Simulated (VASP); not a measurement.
BAs, 2 atoms in the cell. It takes space group F-43m (No. 216, cubic). The conventional cell has a = 4.809 Å, b = 4.809 Å, c = 4.809 Å, α = 90.00°, β = 90.00°, γ = 90.00°. As (site symmetry -43m) has 4 B at 2.08 Å within 2.8 Å. B (site symmetry -43m) has 4 As at 2.08 Å within 2.8 Å. 

| Quantity | Value |
| --- | --- |
| Program | VASP 6.6.1 |
| Task | single point |
| Functional | PBEsol-based screened hybrid |
| Potentials or basis | VASP PAW PBE potentials, release 64 (As, B) |
| Cutoff | 520 eV |
| k mesh | 5 × 5 × 5 |
| Occupations | fermi-dirac, width 0.05 eV |
| Spin | no spin polarisation |
| Dipole correction | no |
| Grid for exact exchange (PRECFOCK) | Normal |
| Share of exact exchange | 0.25 |
| Further INCAR settings | ALGO = Normal; EDIFF = 1e-07; NBANDS = 11 |
| Screening parameter | 0.207 1/Å |

Potentials or basis: VASP PAW PBE potentials, release 64 (As, B).

Run with:

```sh
$ cat potpaw_PBE.64/As/POTCAR potpaw_PBE.64/B/POTCAR > POTCAR
$ cp INCAR.step1 INCAR
$ mpirun -np 1 vasp_std > vasp.out
$ cp INCAR.step2 INCAR
$ mpirun -np 1 vasp_std > vasp.out
```

Hardware: 1 thread of AMD EPYC 7R13 Processor (Zen 3), with other jobs on the host.

**Question.** Estimate the wall time of this run.

**Answer.** Run time: 2.8 min on 1 thread of AMD EPYC 7R13 Processor (Zen 3), with other jobs on the host, peak memory 0.23 GiB. Counts: k points 10.
